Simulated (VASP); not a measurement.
# Ca8CO in VASP: notebook

The runs below take Ca8CO through single point, with PBE.

Program: VASP 6.6.1. These are calculated values, not measurements. Logs are shortened: lines on timing, memory, paths and dates and some standing lists are left out, and cuts for length are marked.

**1. The cell of the first run**

The cell holds a slab with vacuum, 10 atoms: a = 7.813 Å, b = 7.813 Å, c = 20.609 Å, α = 90.00°, β = 90.00°, γ = 90.00°.

**2. Single point, PBE**

INCAR reads:

```
PREC = Accurate ; ENCUT = 520
EDIFF = 1E-6 ; ISMEAR = 0
SIGMA = 0.1 ; LREAL = False
LASPH = True ; NELM = 100
ALGO = Normal ; ISIF = 2
LWAVE = False ; LCHARG = False
LDIPOL = True ; IDIPOL = 3
DIPOL = 0.5 0.5 0.281 ; GGA = PE
NBANDS = 56
```

KPOINTS reads:

```
regular mesh
0
Gamma
  4 4 1
```

POSCAR reads:

```
Ca8CO
1.0
    7.8132359319      0.0000000000      0.0000000000
    0.0000000000      7.8132359319      0.0000000000
    0.0000000000      0.0000000000     20.6093934330
Ca C O
8 1 1
Direct
    0.2500000000      0.2500000000      0.1940862555
    0.2500000000      0.7500000000      0.1940862555
    0.7500000000      0.2500000000      0.1940862555
    0.7500000000      0.7500000000      0.1940862555
    0.0000000000      0.0000000000      0.3206981057
    0.0000000000      0.5000000000      0.3206981057
    0.5000000000      0.0000000000      0.3206981057
    0.5000000000      0.5000000000      0.3206981057
    0.1293713631      0.7500000000      0.3750422572
    0.3706286369      0.7500000000      0.3750422572
```

Potentials or basis: VASP PAW PBE potentials, release 64 (Ca_sv, C, O).

On the command line:

```bash
$ cat potpaw_PBE.64/Ca_sv/POTCAR potpaw_PBE.64/C/POTCAR potpaw_PBE.64/O/POTCAR > POTCAR
$ mpirun -np 1 vasp_std > vasp.out
```

OUTCAR:

```text
PREC = Accurate
   ENCUT = 520
   EDIFF = 1E-6
   ISMEAR = 0
   LREAL = False
   LASPH = True
   NELM = 100
   ISIF = 2
   GGA = PE

 ion  position               nearest neighbor table
   1  0.250  0.250  0.194-
   2  0.250  0.750  0.194-
   3  0.750  0.250  0.194-
   4  0.750  0.750  0.194-
   5  0.000  0.000  0.321-   9 2.47
   6  0.000  0.500  0.321-   9 2.47
   7  0.500  0.000  0.321-  10 2.47
   8  0.500  0.500  0.321-  10 2.47
   9  0.129  0.750  0.375-  10 1.89   6 2.47   5 2.47
  10  0.371  0.750  0.375-   9 1.89   8 2.47   7 2.47

  LATTYP: Found a simple tetragonal cell.
 ALAT       =     7.8132359319
 C/A-ratio  =     2.6377538849

  Lattice vectors:

 A1 = (   7.8132359319,   0.0000000000,   0.0000000000)
 A2 = (   0.0000000000,   7.8132359319,   0.0000000000)
 A3 = (   0.0000000000,   0.0000000000,  20.6093934330)

Analysis of symmetry for initial positions (statically):
=====================================================================
 Subroutine PRICEL returns:
 Original cell was already a primitive cell.

 Routine SETGRP: Setting up the symmetry group for a
 simple tetragonal supercell.

 Subroutine GETGRP returns: Found  2 space group operations
 (whereof  1 operations were pure point group operations)
 out of a pool of 16 trial point group operations.

The static configuration has the point symmetry C_1 .
 The point group associated with its full space group is C_1h.

Analysis of symmetry for dynamics (positions and initial velocities):
=====================================================================
 Subroutine PRICEL returns:
 Original cell was already a primitive cell.

 Routine SETGRP: Setting up the symmetry group for a
 simple tetragonal supercell.

 Subroutine GETGRP returns: Found  2 space group operations
 (whereof  1 operations were pure point group operations)
 out of a pool of 16 trial point group operations.

The dynamic configuration has the point symmetry C_1 .
 The point group associated with its full space group is C_1h.

 Subroutine INISYM returns: Found  2 space group operations
 (whereof  1 operations are pure point group operations),
 and found     1 'primitive' translations

----------------------------------------------------------------------------------------

                                     Primitive cell

  volume of cell :    1258.1345

  direct lattice vectors                    reciprocal lattice vectors
     7.813235932  0.000000000  0.000000000     0.127987944  0.000000000  0.000000000
     0.000000000  7.813235932  0.000000000     0.000000000  0.127987944  0.000000000
     0.000000000  0.000000000 20.609393433     0.000000000  0.000000000  0.048521564

  length of vectors
     7.813235932  7.813235932 20.609393433     0.127987944  0.127987944  0.048521564

  position of ions in fractional coordinates (direct lattice)
     0.250000000  0.250000000  0.194086255
     0.250000000  0.750000000  0.194086255
     0.750000000  0.250000000  0.194086255
     0.750000000  0.750000000  0.194086255
     0.000000000  0.000000000  0.320698106
     0.000000000  0.500000000  0.320698106
     0.500000000  0.000000000  0.320698106
     0.500000000  0.500000000  0.320698106
     0.129371363  0.750000000  0.375042257
     0.370628637  0.750000000  0.375042257

  ion indices of the primitive-cell ions
   primitive index   ion index
                 1           1
                 2           2
                 3           3
                 4           4
                 5           5
                 6           6
                 7           7
                 8           8
                 9           9
                10          10

----------------------------------------------------------------------------------------

 KPOINTS: regular mesh

Automatic generation of k-mesh.
 Grid dimensions read from file:
 generate k-points for:    4    4    1

 Generating k-lattice:

  Cartesian coordinates                     Fractional coordinates (reciprocal lattice)
     0.031996986  0.000000000  0.000000000     0.250000000  0.000000000  0.000000000
     0.000000000  0.031996986  0.000000000     0.000000000  0.250000000  0.000000000
     0.000000000  0.000000000  0.048521564     0.000000000  0.000000000  1.000000000

  Length of vectors
     0.031996986  0.031996986  0.048521564

  Shift w.r.t. Gamma in fractional coordinates (k-lattice)
     0.000000000  0.000000000  0.000000000

 Subroutine IBZKPT returns following result:
 ===========================================

 Found      9 irreducible k-points:

 Following reciprocal coordinates:
            Coordinates               Weight
  0.000000  0.000000  0.000000      1.000000
  0.250000  0.000000  0.000000      2.000000
  0.000000  0.250000  0.000000      2.000000
  0.500000  0.000000  0.000000      1.000000
  0.000000  0.500000  0.000000      1.000000
  0.250000  0.250000  0.000000      4.000000
  0.500000  0.250000  0.000000      2.000000
 -0.250000  0.500000  0.000000      2.000000
  0.500000  0.500000  0.000000      1.000000
   k-points           NKPTS =      9   k-points in BZ     NKDIM =      9   number of bands    NBANDS=     56
   number of dos      NEDOS =    301   number of ions     NIONS =     10
   total plane-waves  NPLWV = 576000
   dimension x,y,z NGX =    60 NGY =   60 NGZ =  160
   dimension x,y,z NGXF=   120 NGYF=  120 NGZF=  320
   ions per type =               8   1   1
   NGX,Y,Z   is equivalent  to a cutoff of  12.77, 12.77, 12.91 a.u.
   NGXF,Y,Z  is equivalent  to a cutoff of  25.53, 25.53, 25.81 a.u.
 SYSTEM =  unknown system
   PREC   = accura    normal or accurate (medium, high low for compatibility)
   ISTART =      0    job   : 0-new  1-cont  2-samecut
   ICHARG =      2    charge: 1-file 2-atom 10-const
   ISPIN  =      1    spin polarized calculation?
   LNONCOLLINEAR =      F non collinear calculations
   LSORBIT =      F    spin-orbit coupling
   LASPH  =      T    aspherical Exc in radial PAW
   ENCUT  =  520.0 eV  38.22 Ry    6.18 a.u.  14.53 14.53 38.32*2*pi/ulx,y,z
   NELM   =    100;   NELMIN=  2; NELMDL= -5     # of ELM steps
   EDIFF  = 0.1E-05   stopping-criterion for ELM
   LREAL  =      F    real-space projection
   EDIFFG = 0.1E-04   stopping-criterion for IOM
   NSW    =      0    number of steps for IOM
   IBRION =     -1    ionic relax: 0-MD 1-quasi-New 2-CG
   NFREE  =      0    steps in history (QN), initial steepest desc. (CG)
   ISIF   =      2    stress and relaxation
   ISYM   =      2    0-nonsym 1-usesym 2-fastsym
   POTIM  = 0.5000    time-step for ionic-motion
   TEBEG  =    0.0;   TEEND  =   0.0 temperature during run
   PSTRESS=    0.0 pullay stress
   NELECT =      90.0000    total number of electrons
   NUPDOWN=      -1.0000    fix difference up-down
   EMIN   =  10.00;   EMAX   =-10.00  energy-range for DOS
   EFERMI =   0.00;   METHOD = LEGACY
   ISMEAR =     0;   SIGMA  =   0.10  broadening in eV -4-tet -1-fermi 0-gaus
   EFERMI_NEDOS =   21; number of points for ismear=-14 and -15
   IALGO  =     38    algorithm
   IMIX   =      4    mixing-type and parameters
     AMIX     =   0.40;   BMIX     =  1.00
     AMIX_MAG =   1.60;   BMIX_MAG =  1.00
  volume/ion in A,a.u.               =     125.81       849.03
  Fermi-wavevector in a.u.,A,eV,Ry     =   0.679589  1.284238  6.283740  0.461842
  Thomas-Fermi vector in A             =   1.757831
   LORBIT       =      0    0 simple, 1 ext, 2 COOP (PROOUT), +10 PAW based schemes
   GGA     = PE    functional components
   LHFCALC =     F    Hartree Fock is set to
   AEXX    =    0.0000 exact exchange contribution
   IVDW    =     0    specifies the selected vdW correction
   LEPSILON=     F    determine dielectric tensor
   LRPA    =     F    only Hartree local field effects (RPA)
 non-spin polarized calculation
 Gauss-broadening in eV      SIGMA  =   0.10
  energy-cutoff  :      520.00
  volume of cell :     1258.13
 maximum number of plane-waves:     33903
 NGX is ok and might be reduce to    60
   NGX = 29   NGY = 29   NGZ = 77

 number of electron      90.0000023 magnetization

 dipolmoment           0.000000      0.000000      0.308545 electrons x Angstroem

 Free energy of the ion-electron system (eV)
  ---------------------------------------------------
  ext. energy  EPLUGINS =         0.00000000
  ---------------------------------------------------
  free energy    TOTEN  =       -25.52611905 eV

  energy without entropy =      -25.45583735  energy(sigma->0) =      -25.49097820

 E-fermi :  -1.7095     XC(G=0):  -2.9427

 val. band max:       -1.7218521789   @ k =   0.2500   0.0000   0.0000
 cond. band min:      -1.7046301974   @ k =   0.0000   0.5000   0.0000
 fundamental gap:      0.0172219815
 Fermi energy:        -1.7094707962

 k-point     1 :       0.0000    0.0000    0.0000
  band No.  band energies     occupation
      1     -44.2842      2.00000
      2     -44.2179      2.00000
      3     -44.2113      2.00000
      4     -44.1786      2.00000
      5     -43.6507      2.00000
      6     -43.6458      2.00000
[... 48 lines left out ...]
     55      -0.2663      0.00000
     56      -0.0428      0.00000

 k-point     2 :       0.2500    0.0000    0.0000
  band No.  band energies     occupation
      1     -44.2841      2.00000
      2     -44.2179      2.00000
      3     -44.2112      2.00000
      4     -44.1787      2.00000
      5     -43.6507      2.00000
      6     -43.6458      2.00000
[... 48 lines left out ...]
     55      -0.2318      0.00000
     56      -0.1491      0.00000

 k-point     3 :       0.0000    0.2500    0.0000
  band No.  band energies     occupation
      1     -44.2841      2.00000
      2     -44.2178      2.00000
      3     -44.2113      2.00000
      4     -44.1787      2.00000
      5     -43.6500      2.00000
      6     -43.6465      2.00000
[... 48 lines left out ...]
     55      -0.2527      0.00000
     56      -0.1845      0.00000

 k-point     4 :       0.5000    0.0000    0.0000
  band No.  band energies     occupation
      1     -44.2841      2.00000
      2     -44.2180      2.00000
      3     -44.2112      2.00000
      4     -44.1788      2.00000
      5     -43.6507      2.00000
      6     -43.6458      2.00000
[... 48 lines left out ...]
     55      -0.2620      0.00000
     56      -0.2400      0.00000

 k-point     5 :       0.0000    0.5000    0.0000
  band No.  band energies     occupation
      1     -44.2841      2.00000
      2     -44.2178      2.00000
      3     -44.2114      2.00000
      4     -44.1788      2.00000
      5     -43.6484      2.00000
      6     -43.6482      2.00000
[... 48 lines left out ...]
     55      -0.3193      0.00000
     56      -0.2466      0.00000

 k-point     6 :       0.2500    0.2500    0.0000
  band No.  band energies     occupation
      1     -44.2841      2.00000
      2     -44.2179      2.00000
      3     -44.2113      2.00000
      4     -44.1788      2.00000
      5     -43.6500      2.00000
      6     -43.6465      2.00000
[... 48 lines left out ...]
     55      -0.4489      0.00000
     56      -0.2060      0.00000

 k-point     7 :       0.5000    0.2500    0.0000
  band No.  band energies     occupation
      1     -44.2841      2.00000
      2     -44.2179      2.00000
      3     -44.2112      2.00000
      4     -44.1788      2.00000
      5     -43.6499      2.00000
      6     -43.6465      2.00000
[... 48 lines left out ...]
     55      -0.3869      0.00000
     56      -0.3575      0.00000

 k-point     8 :      -0.2500    0.5000    0.0000
  band No.  band energies     occupation
      1     -44.2841      2.00000
      2     -44.2178      2.00000
      3     -44.2113      2.00000
      4     -44.1788      2.00000
      5     -43.6484      2.00000
      6     -43.6481      2.00000
[... 48 lines left out ...]
     55      -0.3724      0.00000
     56      -0.3020      0.00000

 k-point     9 :       0.5000    0.5000    0.0000
  band No.  band energies     occupation
      1     -44.2840      2.00000
      2     -44.2178      2.00000
      3     -44.2112      2.00000
      4     -44.1789      2.00000
      5     -43.6483      2.00000
      6     -43.6481      2.00000
[... 48 lines left out ...]
     55      -0.5074      0.00000
     56      -0.3698      0.00000

------------------------ aborting loop because EDIFF is reached ----------------------------------------

 vacuum level on the upper side and lower side of the slab       (xc-potential included)         0.378        -0.517

  FORCE on cell =-STRESS in cart. coord.  units (eV):
  Direction    XX          YY          ZZ          XY          YZ          ZX
  --------------------------------------------------------------------------------------
  -------------------------------------------------------------------------------------
  Total       -8.3875262     -5.7874718     -1.6637624      0.0000000      0.0000000      1.4902625
  in kB      -10.6811345     -7.3700831     -2.1187261      0.0000000      0.0000000      1.8977817
  external PRESSURE =      -6.7233146 kB  Pullay stress =       0.0000000 kB

 VOLUME and BASIS-vectors are now :
 -----------------------------------------------------------------------------
  energy-cutoff  :      520.00
  volume of cell :     1258.13
      direct lattice vectors                 reciprocal lattice vectors
     7.813235932  0.000000000  0.000000000     0.127987944  0.000000000  0.000000000
     0.000000000  7.813235932  0.000000000     0.000000000  0.127987944  0.000000000
     0.000000000  0.000000000 20.609393433     0.000000000  0.000000000  0.048521564

 POSITION                                       TOTAL-FORCE (eV/Angst)
 -----------------------------------------------------------------------------------
      1.95331      1.95331      4.00000         0.018127      0.000000     -0.223616
      1.95331      5.85993      4.00000        -0.085658      0.000000      0.179898
      5.85993      1.95331      4.00000        -0.016356      0.000000     -0.113219
      5.85993      5.85993      4.00000         0.092804      0.000000     -0.236234
      0.00000      0.00000      6.60939         0.152816     -0.325740      0.447984
      0.00000      3.90662      6.60939         0.152816      0.325740      0.447984
      3.90662      0.00000      6.60939        -0.832940     -1.142506      0.910944
      3.90662      3.90662      6.60939        -0.832940      1.142506      0.910944
      1.01081      5.85993      7.72939         3.117660      0.000000     -1.096079
      2.89581      5.85993      7.72939        -1.766329      0.000000     -1.228608
 -----------------------------------------------------------------------------------
    total drift:                               -0.000044      0.000000      0.000179

  FREE ENERGIE OF THE ION-ELECTRON SYSTEM (eV)
  ---------------------------------------------------
  free  energy   TOTEN  =       -25.5261190540 eV

  energy  without entropy=      -25.4558373533  energy(sigma->0) =      -25.49097820

 vacuum level on the upper side and lower side of the slab         2.014         1.047
```

Run time: 18 min. Hardware: 1 thread of AMD EPYC 9R45 (Zen 5), shared host; peak memory 1.3 GiB.

What came out:

```
Free energy            : -25.5261 eV
Largest force          : 3.305 eV/Å
Band gap on the k mesh : zero (bands 45 and 46 overlap by 0.09 eV)
```

Forces on the atoms (eV/Å):
```
Ca   0.018  0.000 -0.224
Ca  -0.086  0.000  0.180
Ca  -0.016  0.000 -0.113
Ca   0.093  0.000 -0.236
Ca   0.153 -0.326  0.448
Ca   0.153  0.326  0.448
Ca  -0.833 -1.143  0.911
Ca  -0.833  1.143  0.911
C    3.118  0.000 -1.096
O   -1.766  0.000 -1.229
```

**3. Single point, PBE**

INCAR reads:

```
SYSTEM = Ca8CO
  PREC = Accurate
  ENCUT = 520
  EDIFF = 1E-6
  ISMEAR = 0
  SIGMA = 0.1
  LREAL = .FALSE.
  LASPH = .TRUE.
  NELM = 100
  ALGO = Normal
  ISIF = 2
  LWAVE = .FALSE.
  LCHARG = .FALSE.
  LDIPOL = .TRUE.
  IDIPOL = 3
  DIPOL = 0.5 0.5 0.287
  GGA = PE
  NBANDS = 56
```

KPOINTS reads:

```
regular mesh
0
G
  4 4 1
  0 0 0
```

Edit POSCAR of step 2 so:

```diff
@@ -16,3 +16,3 @@
     0.5000000000      0.5000000000      0.3206981057
-    0.1293713631      0.7500000000      0.3750422572
-    0.3706286369      0.7500000000      0.3750422572
+    0.1293713631      0.7500000000      0.4060960581
+    0.3706286369      0.7500000000      0.4060960581
```

Potentials or basis: VASP PAW PBE potentials, release 64 (Ca_sv, C, O).

On the command line:

```bash
$ cat potpaw_PBE.64/Ca_sv/POTCAR potpaw_PBE.64/C/POTCAR potpaw_PBE.64/O/POTCAR > POTCAR
$ mpirun -np 1 vasp_std > vasp.out
```

Wall time 20 min (1 thread of AMD EPYC 9R45 (Zen 5), shared host); peak memory 1.3 GiB.

The run converged. Its results:

* Free energy: -23.8269 eV
* Largest force: 4.322 eV/Å
* Band gap on the k mesh: zero (bands 45 and 46 overlap by 0.01 eV)

Forces in eV/Å, atoms in the order of the input:
```
Ca   0.009  0.000 -0.127
Ca  -0.040  0.000 -0.129
Ca  -0.004  0.000 -0.054
Ca   0.035  0.000 -0.173
Ca   0.277 -0.492  0.656
Ca   0.277  0.492  0.656
Ca  -0.610 -0.835  0.981
Ca  -0.610  0.835  0.981
C    4.088  0.000 -1.401
O   -3.422  0.000 -1.391
```

Levels at points of the mesh, in eV from the Fermi level:
```
           k point  band 43  band 44  band 45  band 46  band 47  band 48
(0.00, 0.00, 0.00)    -0.96    -0.25    -0.02     0.07     0.19     0.44
(0.50, 0.00, 0.00)    -0.60    -0.53    -0.38     0.01     0.12     0.49
(0.00, 0.50, 0.00)    -0.63    -0.61    -0.36     0.04     0.12     0.45
(0.50, 0.50, 0.00)    -0.34    -0.33    -0.02     0.06     0.38     0.65
```
